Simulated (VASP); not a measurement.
# AlN (P6_3mc) in VASP: a series of runs, part 2 of 2

VASP 6.6.1. Earlier steps stand in the parts before.

**3. Single point, LDA (film at in-plane strain -0.01)**

INCAR reads:

```
SYSTEM = AlN
PREC = Accurate ; ENCUT = 520
EDIFF = 1E-6 ; ISMEAR = 0
SIGMA = 0.01 ; LREAL = .False.
LASPH = .True. ; NELM = 60
ALGO = Normal ; ISIF = 2
LWAVE = .False. ; LCHARG = .False.
NBANDS = 16
```

KPOINTS reads:

```
Automatic mesh
0
Gamma
  8 8 4
  0 0 0
```

POSCAR reads:

```
AlN
1.0
    3.0578823513      0.0000000000      0.0000000000
   -1.5289411757      2.6482037980      0.0000000000
    0.0000000000      0.0000000000      4.9720812909
Al N
2 2
Direct
    0.3333333333      0.6666666667      0.0004792612
    0.6666666667      0.3333333333      0.5004792612
    0.3333333333      0.6666666667      0.3795207388
    0.6666666667      0.3333333333      0.8795207388
```

Potentials or basis: VASP PAW LDA potentials, release 64 (Al, N).

The run is started by

```sh
$ cat potpaw_LDA.64/Al/POTCAR potpaw_LDA.64/N/POTCAR > POTCAR
$ mpirun -np 1 vasp_std > vasp.out
```

OUTCAR:

```text
SYSTEM = AlN
   PREC = Accurate
   ENCUT = 520
   EDIFF = 1E-6
   ISMEAR = 0
   LREAL = .False.
   LASPH = .True.
   NELM = 60
   ISIF = 2

 ion  position               nearest neighbor table
   1  0.333  0.667  0.000-   4 1.87   4 1.87   4 1.87   3 1.88   2 3.05   2 3.05   2 3.05   2 3.05
                             2 3.05   2 3.05
   2  0.667  0.333  0.500-   3 1.87   3 1.87   3 1.87   4 1.88   1 3.05   1 3.05   1 3.05   1 3.05
                             1 3.05   1 3.05
   3  0.333  0.667  0.380-   2 1.87   2 1.87   2 1.87   1 1.88
   4  0.667  0.333  0.880-   1 1.87   1 1.87   1 1.87   2 1.88

  LATTYP: Found a hexagonal cell.
 ALAT       =     3.0578823513
 C/A-ratio  =     1.6259884193

  Lattice vectors:

 A1 = (   3.0578823513,   0.0000000000,   0.0000000000)
 A2 = (  -1.5289411757,   2.6482037980,   0.0000000000)
 A3 = (   0.0000000000,   0.0000000000,   4.9720812909)

Analysis of symmetry for initial positions (statically):
=====================================================================
 Subroutine PRICEL returns:
 Original cell was already a primitive cell.

 Routine SETGRP: Setting up the symmetry group for a
 hexagonal supercell.

 Subroutine GETGRP returns: Found 12 space group operations
 (whereof  6 operations were pure point group operations)
 out of a pool of 24 trial point group operations.

The static configuration has the point symmetry C_3v.
 The point group associated with its full space group is C_6v.

Analysis of symmetry for dynamics (positions and initial velocities):
=====================================================================
 Subroutine PRICEL returns:
 Original cell was already a primitive cell.

 Routine SETGRP: Setting up the symmetry group for a
 hexagonal supercell.

 Subroutine GETGRP returns: Found 12 space group operations
 (whereof  6 operations were pure point group operations)
 out of a pool of 24 trial point group operations.

The dynamic configuration has the point symmetry C_3v.
 The point group associated with its full space group is C_6v.

 Subroutine INISYM returns: Found 12 space group operations
 (whereof  6 operations are pure point group operations),
 and found     1 'primitive' translations

----------------------------------------------------------------------------------------

                                     Primitive cell

  volume of cell :      40.2634

  direct lattice vectors                    reciprocal lattice vectors
     3.057882351  0.000000000  0.000000000     0.327023700  0.188807221  0.000000000
    -1.528941176  2.648203798  0.000000000     0.000000000  0.377614442  0.000000000
     0.000000000  0.000000000  4.972081291     0.000000000  0.000000000  0.201123019

  length of vectors
     3.057882351  3.057882351  4.972081291     0.377614442  0.377614442  0.201123019

  position of ions in fractional coordinates (direct lattice)
     0.333333333  0.666666667  0.000479261
     0.666666667  0.333333333  0.500479261
     0.333333333  0.666666667  0.379520739
     0.666666667  0.333333333  0.879520739

  ion indices of the primitive-cell ions
   primitive index   ion index
                 1           1
                 2           2
                 3           3
                 4           4

----------------------------------------------------------------------------------------

 KPOINTS: Automatic mesh

Automatic generation of k-mesh.
 Grid dimensions read from file:
 generate k-points for:    8    8    4

 Generating k-lattice:

  Cartesian coordinates                     Fractional coordinates (reciprocal lattice)
     0.040877962  0.023600903  0.000000000     0.125000000 -0.000000000  0.000000000
     0.000000000  0.047201805  0.000000000     0.000000000  0.125000000  0.000000000
     0.000000000  0.000000000  0.050280755     0.000000000  0.000000000  0.250000000

  Length of vectors
     0.047201805  0.047201805  0.050280755

  Shift w.r.t. Gamma in fractional coordinates (k-lattice)
     0.000000000  0.000000000  0.000000000

 Subroutine IBZKPT returns following result:
 ===========================================

 Found     30 irreducible k-points:

 Following reciprocal coordinates:
            Coordinates               Weight
  0.000000  0.000000  0.000000      1.000000
  0.125000  0.000000  0.000000      6.000000
  0.250000  0.000000  0.000000      6.000000
  0.375000  0.000000  0.000000      6.000000
  0.500000  0.000000  0.000000      3.000000
  0.125000  0.125000  0.000000      6.000000
[... 16 lines left out ...]
  0.250000  0.000000  0.500000      6.000000
  0.375000  0.000000  0.500000      6.000000
 [... further k-points ...]
   k-points           NKPTS =     30   k-points in BZ     NKDIM =     30   number of bands    NBANDS=     16
   number of dos      NEDOS =    301   number of ions     NIONS =      4
   total plane-waves  NPLWV =  23040
   dimension x,y,z NGX =    24 NGY =   24 NGZ =   40
   dimension x,y,z NGXF=    48 NGYF=   48 NGZF=   80
   ions per type =               2   2
   NGX,Y,Z   is equivalent  to a cutoff of  13.05, 13.05, 13.37 a.u.
   NGXF,Y,Z  is equivalent  to a cutoff of  26.10, 26.10, 26.75 a.u.
 SYSTEM =  AlN
   PREC   = accura    normal or accurate (medium, high low for compatibility)
   ISTART =      0    job   : 0-new  1-cont  2-samecut
   ICHARG =      2    charge: 1-file 2-atom 10-const
   ISPIN  =      1    spin polarized calculation?
   LNONCOLLINEAR =      F non collinear calculations
   LSORBIT =      F    spin-orbit coupling
   LASPH  =      T    aspherical Exc in radial PAW
   ENCUT  =  520.0 eV  38.22 Ry    6.18 a.u.   5.69  5.69  9.24*2*pi/ulx,y,z
   NELM   =     60;   NELMIN=  2; NELMDL= -5     # of ELM steps
   EDIFF  = 0.1E-05   stopping-criterion for ELM
   LREAL  =      F    real-space projection
   EDIFFG = 0.1E-04   stopping-criterion for IOM
   NSW    =      0    number of steps for IOM
   IBRION =     -1    ionic relax: 0-MD 1-quasi-New 2-CG
   NFREE  =      0    steps in history (QN), initial steepest desc. (CG)
   ISIF   =      2    stress and relaxation
   ISYM   =      2    0-nonsym 1-usesym 2-fastsym
   POTIM  = 0.5000    time-step for ionic-motion
   TEBEG  =    0.0;   TEEND  =   0.0 temperature during run
   PSTRESS=    0.0 pullay stress
   NELECT =      16.0000    total number of electrons
   NUPDOWN=      -1.0000    fix difference up-down
   EMIN   =  10.00;   EMAX   =-10.00  energy-range for DOS
   EFERMI =   0.00;   METHOD = LEGACY
   ISMEAR =     0;   SIGMA  =   0.01  broadening in eV -4-tet -1-fermi 0-gaus
   EFERMI_NEDOS =   21; number of points for ismear=-14 and -15
   IALGO  =     38    algorithm
   IMIX   =      4    mixing-type and parameters
     AMIX     =   0.40;   BMIX     =  1.00
     AMIX_MAG =   1.60;   BMIX_MAG =  1.00
  volume/ion in A,a.u.               =      10.07        67.93
  Fermi-wavevector in a.u.,A,eV,Ry     =   1.203588  2.274452 19.709743  1.448625
  Thomas-Fermi vector in A             =   2.339338
   LORBIT       =      0    0 simple, 1 ext, 2 COOP (PROOUT), +10 PAW based schemes
   GGA     = CA    functional components
   LHFCALC =     F    Hartree Fock is set to
   AEXX    =    0.0000 exact exchange contribution
   IVDW    =     0    specifies the selected vdW correction
   LEPSILON=     F    determine dielectric tensor
   LRPA    =     F    only Hartree local field effects (RPA)
 non-spin polarized calculation
 Gauss-broadening in eV      SIGMA  =   0.01
  energy-cutoff  :      520.00
  volume of cell :       40.26
 maximum number of plane-waves:      1104
 NGX is ok and might be reduce to    24

 number of electron      15.9999997 magnetization

 Free energy of the ion-electron system (eV)
  ---------------------------------------------------
  ext. energy  EPLUGINS =         0.00000000
  ---------------------------------------------------
  free energy    TOTEN  =       -32.82585908 eV

  energy without entropy =      -32.82585908  energy(sigma->0) =      -32.82585908

 E-fermi :   6.2382     XC(G=0): -11.4066

 val. band max:        6.1511712887   @ k =   0.0000   0.0000   0.0000
 cond. band min:      10.7863180838   @ k =   0.0000   0.0000   0.0000
 fundamental gap:      4.6351467951
 Fermi energy:         6.2381878281

 k-point     1 :       0.0000    0.0000    0.0000
  band No.  band energies     occupation
      1      -9.0044      2.00000
      2      -6.7344      2.00000
      3      -0.0259      2.00000
      4       5.4458      2.00000
      5       5.4458      2.00000
      6       6.0656      2.00000
[... 433 lines left out ...]
      3       1.0204      2.00000
      4       1.0204      2.00000
      5       4.6322      2.00000
      6       4.6322      2.00000
[... 8 lines left out ...]
     15      19.6218      0.00000
     16      19.6218      0.00000

 [... further k-points ...]
[... 5 lines left out ...]
  --------------------------------------------------------------------------------------
  -------------------------------------------------------------------------------------
  Total        1.4106414      1.4106414      0.1612172     -0.0000000      0.0000000      0.0000000
  in kB       56.1328137     56.1328137      6.4152194     -0.0000000      0.0000000      0.0000000
  external PRESSURE =      39.5602822 kB  Pullay stress =       0.0000000 kB

 VOLUME and BASIS-vectors are now :
 -----------------------------------------------------------------------------
  energy-cutoff  :      520.00
  volume of cell :       40.26
      direct lattice vectors                 reciprocal lattice vectors
     3.057882351  0.000000000  0.000000000     0.327023700  0.188807221  0.000000000
    -1.528941176  2.648203798  0.000000000     0.000000000  0.377614442  0.000000000
     0.000000000  0.000000000  4.972081291     0.000000000  0.000000000  0.201123019

 POSITION                                       TOTAL-FORCE (eV/Angst)
 -----------------------------------------------------------------------------------
     -0.00000      1.76547      0.00238         0.000000      0.000000      0.003263
      1.52894      0.88273      2.48842         0.000000     -0.000000      0.003263
     -0.00000      1.76547      1.88701        -0.000000      0.000000     -0.003263
      1.52894      0.88273      4.37305        -0.000000      0.000000     -0.003263
 -----------------------------------------------------------------------------------
    total drift:                               -0.000000     -0.000000     -0.000495

  FREE ENERGIE OF THE ION-ELECTRON SYSTEM (eV)
  ---------------------------------------------------
  free  energy   TOTEN  =       -32.8258590843 eV

  energy  without entropy=      -32.8258590843  energy(sigma->0) =      -32.82585908
```

Run time: 32 s. Hardware: 1 thread of AMD EPYC 7R13, shared host; peak memory 0.11 GiB.

What came out:

```
Free energy            : -32.8259 eV
Pressure               : 4.0 GPa
Largest force          : 0.003 eV/Å
Band gap on the k mesh : 4.64 eV, direct
```

Forces in eV/Å, atoms in the order of the input:
```
Al   0.000  0.000  0.003
Al   0.000  0.000  0.003
N    0.000  0.000 -0.003
N    0.000  0.000 -0.003
```

Levels at points of the mesh, in eV from the valence-band top:
| k point | band 4 | band 5 | band 6 | band 7 | band 8 | band 9 | band 10 | band 11 | band 12 | band 13 |
| --- | --- | --- | --- | --- | --- | --- | --- | --- | --- | --- |
| (0.00, 0.00, 0.00) | -0.71 | -0.71 | -0.09 | -0.09 | 0.00 | 4.64 | 7.11 | 10.76 | 11.46 | 11.46 |
| (0.50, 0.00, 0.00) | -4.23 | -3.38 | -1.98 | -1.79 | -0.60 | 5.73 | 5.95 | 8.51 | 10.47 | 11.08 |
| (0.00, 0.00, 0.50) | -3.39 | -0.40 | -0.40 | -0.40 | -0.40 | 6.88 | 6.88 | 10.47 | 10.47 | 11.79 |
| (0.50, 0.00, 0.50) | -5.69 | -1.37 | -1.37 | -1.37 | -1.37 | 5.35 | 5.35 | 9.39 | 9.39 | 12.13 |

Caveat: the cell differs from its parent crystal (film at in-plane strain -0.01).

**4. Single point, LDA (in-plane strain -0.005, then relaxed in part)**

INCAR reads:

```
SYSTEM = AlN
PREC = Accurate
ENCUT = 520
EDIFF = 1E-6
ISMEAR = 0
SIGMA = 0.01
LREAL = .False.
LASPH = .True.
NELM = 100
ALGO = Normal
ISIF = 2
LWAVE = .False.
LCHARG = .False.
NBANDS = 16
```

KPOINTS reads:

```
regular mesh
0
Gamma
  8 8 4
  0 0 0
```

POSCAR reads:

```
AlN
1.0
    3.0733262016      0.0000000000      0.0000000000
   -1.5366631008      2.6615785647      0.0000000000
    0.0000000000      0.0000000000      4.9582845838
Al N
2 2
Direct
    0.3333333333      0.6666666667     -0.0002326877
    0.6666666667      0.3333333333      0.4997673123
    0.3333333333      0.6666666667      0.3802326877
    0.6666666667      0.3333333333      0.8802326877
```

The run is started by

```sh
$ cat potpaw_LDA.64/Al/POTCAR potpaw_LDA.64/N/POTCAR > POTCAR
$ mpirun -np 1 vasp_std > vasp.out
```

Run time: 32 s. Hardware: 1 thread of AMD EPYC 7R13, shared host; peak memory 0.11 GiB.

The run converged. Its results:

```yaml
Free_energy: -32.8366 eV
Pressure: 2.2 GPa
Band_gap_on_the_k_mesh: 4.53 eV, direct
```

Stress tensor (GPa, compression positive):
```
3.05 0.00 0.00
0.00 3.05 0.00
0.00 0.00 0.59
```

Levels at points of the mesh, in eV from the valence-band top:
| k point | band 5 | band 6 | band 7 | band 8 | band 9 | band 10 | band 11 | band 12 |
| --- | --- | --- | --- | --- | --- | --- | --- | --- |
| (0.00, 0.00, 0.00) | -0.80 | -0.16 | -0.16 | 0.00 | 4.53 | 6.92 | 10.71 | 11.28 |
| (0.50, 0.00, 0.00) | -3.41 | -2.07 | -1.82 | -0.66 | 5.73 | 5.84 | 8.39 | 10.38 |
| (0.00, 0.00, 0.50) | -0.49 | -0.49 | -0.49 | -0.49 | 6.74 | 6.74 | 10.39 | 10.39 |
| (0.50, 0.00, 0.50) | -1.44 | -1.44 | -1.39 | -1.39 | 5.30 | 5.30 | 9.30 | 9.30 |

Caveat: the cell differs from its parent crystal (in-plane strain -0.005, then relaxed in part).

**5. Single point, LDA (in-plane strain -0.005)**

INCAR reads:

```
SYSTEM = AlN
  PREC = Accurate
  ENCUT = 520
  EDIFF = 1E-6
  ISMEAR = 0
  SIGMA = 0.01
  LREAL = .FALSE.
  LASPH = .TRUE.
  NELM = 100
  ALGO = Normal
  ISIF = 2
  LWAVE = .FALSE.
  LCHARG = .FALSE.
  GGA = CA
  NBANDS = 16
```

KPOINTS reads:

```
Automatic mesh
0
G
  8 8 4
  0 0 0
```

POSCAR reads:

```
AlN
1.0
    3.0733262016      0.0000000000      0.0000000000
   -1.5366631008      2.6615785647      0.0000000000
    0.0000000000      0.0000000000      4.9581043898
Al N
2 2
Direct
    0.3333333333      0.6666666667     -0.0009915582
    0.6666666667      0.3333333333      0.4990084418
    0.3333333333      0.6666666667      0.3809915582
    0.6666666667      0.3333333333      0.8809915582
```

Potentials or basis: VASP PAW LDA potentials, release 64 (Al, N).

The run is started by

```sh
$ cat potpaw_LDA.64/Al/POTCAR potpaw_LDA.64/N/POTCAR > POTCAR
$ mpirun -np 1 vasp_std > vasp.out
```

OUTCAR:

```text
SYSTEM = AlN
   PREC = Accurate
   ENCUT = 520
   EDIFF = 1E-6
   ISMEAR = 0
   LREAL = .FALSE.
   LASPH = .TRUE.
   NELM = 100
   ISIF = 2
   GGA = CA

 ion  position               nearest neighbor table
   1  0.333  0.667  0.999-   4 1.87   4 1.87   4 1.87   3 1.89   2 3.05   2 3.05   2 3.05   2 3.05
                             2 3.05   2 3.05
   2  0.667  0.333  0.499-   3 1.87   3 1.87   3 1.87   4 1.89   1 3.05   1 3.05   1 3.05   1 3.05
                             1 3.05   1 3.05
   3  0.333  0.667  0.381-   2 1.87   2 1.87   2 1.87   1 1.89
   4  0.667  0.333  0.881-   1 1.87   1 1.87   1 1.87   2 1.89

[... 661 lines left out ...]
  -------------------------------------------------------------------------------------
  Total        0.8668942      0.8668942     -0.0371904      0.0000000     -0.0000000      0.0000000
  in kB       34.2462521     34.2462521     -1.4691877      0.0000000     -0.0000000      0.0000000
  external PRESSURE =      22.3411055 kB  Pullay stress =       0.0000000 kB

 VOLUME and BASIS-vectors are now :
 -----------------------------------------------------------------------------
  energy-cutoff  :      520.00
  volume of cell :       40.56
      direct lattice vectors                 reciprocal lattice vectors
     3.073326202  0.000000000  0.000000000     0.325380365  0.187858441  0.000000000
    -1.536663101  2.661578565  0.000000000     0.000000000  0.375716882  0.000000000
     0.000000000  0.000000000  4.958104390     0.000000000  0.000000000  0.201689985

 POSITION                                       TOTAL-FORCE (eV/Angst)
 -----------------------------------------------------------------------------------
     -0.00000      1.77439      4.95319         0.000000     -0.000000      0.099478
      1.53666      0.88719      2.47414        -0.000000      0.000000      0.099478
     -0.00000      1.77439      1.88900         0.000000     -0.000000     -0.099478
      1.53666      0.88719      4.36805        -0.000000     -0.000000     -0.099478
 -----------------------------------------------------------------------------------
    total drift:                               -0.000000      0.000000     -0.000569

  FREE ENERGIE OF THE ION-ELECTRON SYSTEM (eV)
  ---------------------------------------------------
  free  energy   TOTEN  =       -32.8358625405 eV

  energy  without entropy=      -32.8358625405  energy(sigma->0) =      -32.83586254
```

It took 32 s on 1 thread of AMD EPYC 7R13, shared host; peak memory 0.11 GiB.

Results:

```yaml
Free_energy: -32.8359 eV
Pressure: 2.2 GPa
Largest_force: 0.099 eV/Å
Band_gap_on_the_k_mesh: 4.51 eV, direct
```

Forces on the atoms (eV/Å):
```
Al   0.000  0.000  0.099
Al   0.000  0.000  0.099
N    0.000  0.000 -0.099
N    0.000  0.000 -0.099
```

Levels at points of the mesh, in eV from the valence-band top:
```csv
k point,band 5,band 6,band 7,band 8,band 9,band 10,band 11,band 12
"(0.00, 0.00, 0.00)",-0.83,-0.19,-0.19,0.00,4.51,6.90,10.70,11.25
"(0.50, 0.00, 0.00)",-3.42,-2.10,-1.83,-0.69,5.72,5.82,8.36,10.35
"(0.00, 0.00, 0.50)",-0.52,-0.52,-0.52,-0.52,6.73,6.73,10.37,10.37
"(0.50, 0.00, 0.50)",-1.47,-1.47,-1.40,-1.40,5.29,5.29,9.26,9.26
```

Caveat: the cell differs from its parent crystal (in-plane strain -0.005).

**6. Overview**

```tsv
cell	gap on the mesh (eV)	pressure (GPa)	largest force (eV/Å)
a = 3.058, b = 3.058, c = 4.973 Å, angles 90.0, 90.0, 120.0°, 4 atoms	4.59	4.0	0.20
a = 3.058, b = 3.058, c = 4.972 Å, angles 90.0, 90.0, 120.0°, 4 atoms	4.64	4.0	-
a = 3.073, b = 3.073, c = 4.958 Å, angles 90.0, 90.0, 120.0°, 4 atoms	4.51	2.2	0.10
```

Some of these runs hold the atoms at other places in the same cell, which the table doesn't show; runs alike in all that it shows share one row.

Alike in all rows: task single point; level LDA; potentials or basis VASP PAW LDA potentials, release 64 (Al, N); no spin polarisation; k mesh 8 × 8 × 4; cutoff (eV) 520; smearing gaussian 0.01 eV.

Total energies depend on the potentials used, so only differences within one code and one set of settings carry meaning.
